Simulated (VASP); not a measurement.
Wanted: the native input for a VASP 6.6.1 run.

| Quantity | Value |
| --- | --- |
| Task | single point |
| Functional | PBE |
| Potentials or basis | VASP PAW PBE potentials, release 64 (W_sv, Li_sv) |
| Cutoff | 520 eV |
| k mesh | 2 × 2 × 2 |
| Occupations | fermi-dirac, width 0.1 eV |
| Spin | no spin polarisation |
| Dipole correction | no |
| Further INCAR settings | LREAL = Auto; ALGO = Normal; EDIFF = 1e-07; NBANDS = 128 |

The structure of LiW16 (a cell with a defect) lies in POSCAR:

```
LiW16
1.0
    6.3200000000      0.0000000000      0.0000000000
    0.0000000000      6.3200000000      0.0000000000
    0.0000000000      0.0000000000      6.3200000000
W Li
16 1
Direct
    0.0103164557      0.0045569620     -0.0042405063
    0.5000949367      0.0069620253      0.0064715190
   -0.0248892405      0.4783544304      0.0103639241
   -0.0344303797     -0.0097943038      0.5042088608
    0.2327531646      0.2359018987      0.2344303797
    0.4697943038      0.4759018987      0.0234335443
    0.4896202532     -0.0096835443      0.4778006329
    0.7494936709      0.2394936709      0.2426265823
    0.0262658228      0.4763449367      0.4728006329
    0.2259018987      0.7639556962      0.2313765823
    0.2451740506      0.2532753165      0.7489240506
    0.5112025316      0.5085601266      0.4955221519
    0.7416613924      0.7422151899      0.2554113924
    0.7569462025      0.2675316456      0.7424683544
    0.2727848101      0.7390664557      0.7433544304
    0.6939873418      0.7703006329      0.7905854430
    0.9576582278      0.6721044304      0.7287658228
```

The input as run:

INCAR

```
SYSTEM = LiW16
  ALGO = Normal
  EDIFF = 1E-7
  ENCUT = 520
  GGA = PE
  ISIF = 2
  ISMEAR = -1
  LASPH = .TRUE.
  LCHARG = .FALSE.
  LREAL = Auto
  LWAVE = .FALSE.
  NBANDS = 128
  NELM = 100
  PREC = Accurate
  SIGMA = 0.1
```

KPOINTS

```
k-points
0
G
  2 2 2
  0 0 0
```

Potentials or basis: VASP PAW PBE potentials, release 64 (W_sv, Li_sv).

Run with:

```sh
$ cat potpaw_PBE.64/W_sv/POTCAR potpaw_PBE.64/Li_sv/POTCAR > POTCAR
$ mpirun -np 1 vasp_std > vasp.out
```

It gave:

| Property | Result |
| --- | --- |
| Largest force | 3.380 eV/Å |
| Band gap on the k mesh | zero (an odd number of electrons rules out a gap without spin polarisation) |

Caveat: the k points lie up to 0.50 Å⁻¹ apart, too coarse for converged energies and pressures of a metal; atoms lie so close that the PAW spheres overlap strongly, which falsifies energies and pressures; the atoms stand as in a frame of molecular dynamics; spin-orbit coupling is left out, which moves the levels of the heavy elements.

It took 8.4 min on 1 thread of Intel(R) Xeon(R) Platinum 8124M CPU @ 3.00GHz (Skylake/Cascade Lake) (shared host), peak memory 0.42 GiB.
